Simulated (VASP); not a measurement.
Wanted: the native input for a VASP 6.6.1 run.

```yaml
Task: single point
Functional: PBE
Dispersion: D3(BJ)
Potentials_or_basis: VASP PAW PBE potentials, release 64 (Al, Ti_sv, H)
Cutoff: 520 eV
k_mesh: 6 × 6 × 1
Occupations: gaussian, width 0.1 eV
Spin: no spin polarisation
Dipole_correction: yes
Further_INCAR_settings: ALGO = Normal; EDIFF = 1e-06; NBANDS = 32
```

The structure of Ti2Al6H lies in POSCAR:

```
Ti2Al6H
1.0
    5.0241861190      0.0000000000      0.0000000000
    2.1588814530      4.5367033218      0.0000000000
    0.0000000000      0.0000000000     21.2187109014
Al Ti H
6 2 1
Direct
    0.5000000000      0.0000000000      0.1885128658
    0.0000000000      0.5000000000      0.1885128658
    0.0000000000      0.0000000000      0.2517328341
    0.0000000000      0.5000000000      0.3193548961
    0.5000000000      0.0000000000      0.3193548961
    0.5000000000      0.5000000000      0.3826203646
    0.5000000000      0.5000000000      0.2517328341
    0.0000000000      0.0000000000      0.3797002555
    0.6666666667      1.0000000000      0.4863024408
```

The input as run:

INCAR

```
ALGO     = Normal         # electronic algorithm
DIPOL    = 0.5 0.5 0.308
EDIFF    = 1E-6           # SCF threshold, eV
ENCUT    = 520            # plane-wave cutoff, eV
GGA      = PE             # functional
IDIPOL   = 3            
ISIF     = 2              # what is computed and relaxed
ISMEAR   = 0              # smearing method
IVDW     = 12             # dispersion correction
LASPH    = T              # aspherical terms in the spheres
LCHARG   = T              # write CHGCAR
LDIPOL   = T            
LELF     = T              # ELF
LREAL    = F              # projectors in reciprocal space
LVACPOTAV= T            
LVHAR    = T            
LWAVE    = F              # write WAVECAR
NBANDS   = 32             # bands
NELM     = 60             # most SCF steps
PREC     = Accurate       # precision mode
SIGMA    = 0.1            # smearing width, eV
```

KPOINTS

```
k-points
0
Gamma
  6 6 1
```

Potentials or basis: VASP PAW PBE potentials, release 64 (Al, Ti_sv, H).

The run is started by

```bash
$ cat potpaw_PBE.64/Al/POTCAR potpaw_PBE.64/Ti_sv/POTCAR potpaw_PBE.64/H/POTCAR > POTCAR
$ mpirun -np 1 vasp_std > vasp.out
```

Results of the run:

```
Largest force              : 1.514 eV/Å
Dispersion energy per atom : -0.228 eV
```

It took 13 min on 1 thread of Intel Xeon 6975P-C (shared host), peak memory 0.7 GiB.
